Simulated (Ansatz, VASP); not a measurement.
**ZrN: VASP beside Ansatz**

INCAR

```
PREC = Accurate
ENCUT = 1330
EDIFF = 1E-6
ISMEAR = 0
SIGMA = 0.1
LREAL = F
LASPH = T
NELM = 200
ALGO = Normal
ISIF = 2
LWAVE = F
LCHARG = F
LMAXMIX = 4
LDAU = T
LDAUTYPE = 1
LDAUL = 2 -1
LDAUU = 8.2 0
LDAUJ = 0.73 0
LDAUPRINT = 1
GGA = PE
NBANDS = 16
GGA_COMPAT = F
```

Contents of KPOINTS:

```
regular mesh
0
Gamma
  8 8 8
```

File POSCAR:

```
ZrN
1.0
    0.0000000000      2.2942655869      2.2942655869
    2.2942655869      0.0000000000      2.2942655869
    2.2942655869      2.2942655869      0.0000000000
Zr N
1 1
Direct
    0.5000000000      0.5000000000      0.5000000000
    0.0000000000      0.0000000000      0.0000000000
```

Input for Ansatz:

```yaml
crystal:
  lattice:
    - [0.0, 2.2942655869, 2.2942655869]
    - [2.2942655869, 0.0, 2.2942655869]
    - [2.2942655869, 2.2942655869, 0.0]
  atoms:
    - { symbol: Zr, position: [0.5, 0.5, 0.5] }
    - { symbol: "N", position: [0.0, 0.0, 0.0] }
basis: {}
kpoints:
  mp_grid: { grid: [8, 8, 8] }
hamiltonian:
  xc: pbe
  hubbard: { sites: [{ species: Zr, l: d, u: 8.2, j: 0.73 }] }
  pseudopotentials: { kind: paw, source: ansatz }
scf:
  occupations: { method: gaussian, width: 0.1 }
  convergence: { dr2_threshold: "1e-9 eV" }
output:
  forces: true
  stress: true
  eigenvalues: true
```

Alike in both runs: task single point; functional PBE; k mesh 8 × 8 × 8; occupations gaussian, width 0.1 eV; no spin polarisation; Hubbard terms Zr d U = 8.2 eV, J = 0.73 eV.

```csv
,VASP,Ansatz
version,VASP 6.6.1,Ansatz 0.2.0
potentials or method,"VASP PAW PBE potentials, release 64 (Zr_sv, N_h)","scalar-relativistic, plane waves"
plane-wave cutoff (eV),1330,870
valence electrons in the cell,17,17
```

|  | VASP | Ansatz | Ansatz less VASP |
| --- | --- | --- | --- |
| gap on the k mesh at the Fermi level (eV) | none | none | - |
| pressure (GPa) | 24.1 | 11.3 | -12.83 |

The programs project onto different local orbitals, so the same U acts differently, and such runs can settle in different states. A gap of «none» marks a metal or a gap that the smearing closes. Ansatz's warnings: filled band counts differ across k points, stress scf threshold loose.
